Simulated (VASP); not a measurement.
Runs of VASP 6.6.1 on Zn. The structure is that of space group P6_3/mmc (No. 194), or close to it. The cells are those of the table. 

```csv
task,level,potentials or basis,cell,gap on the mesh (eV),pressure (GPa)
electric field gradients,LDA,"VASP PAW LDA potentials, release 64 (Zn)","a = 2.665, b = 2.665, c = 4.947 Å, angles 90.0, 90.0, 120.0°, 2 atoms",none,-8.4
single point,LDA,"VASP PAW LDA potentials, release 64 (Zn)","a = 2.665, b = 2.665, c = 4.947 Å, angles 90.0, 90.0, 120.0°, 2 atoms",none,-8.4
single point,PBE,"VASP PAW PBE potentials, release 64 (Zn)","a = 2.620, b = 2.620, c = 4.863 Å, angles 90.0, 90.0, 120.0°, 2 atoms",none,4.3
single point,PBE,"VASP PAW PBE potentials, release 64 (Zn)","a = 2.665, b = 2.665, c = 4.947 Å, angles 90.0, 90.0, 120.0°, 2 atoms",none,0.0
electric field gradients,PBE,"VASP PAW PBE potentials, release 64 (Zn)","a = 2.745, b = 2.745, c = 4.947 Å, angles 90.0, 90.0, 120.0°, 2 atoms",none,(a)
```

Alike in all rows: no spin polarisation; k mesh 18 × 18 × 8; cutoff (eV) 520; smearing fermi-dirac 0.03 eV.

Question: Estimate the missing entries.

Answer: (a) -3.9.

Caveats: the cell stands under tension (at least some runs); the cell stands under pressure (at least some runs).

A gap of «none» marks levels without a gap at the run's occupations.
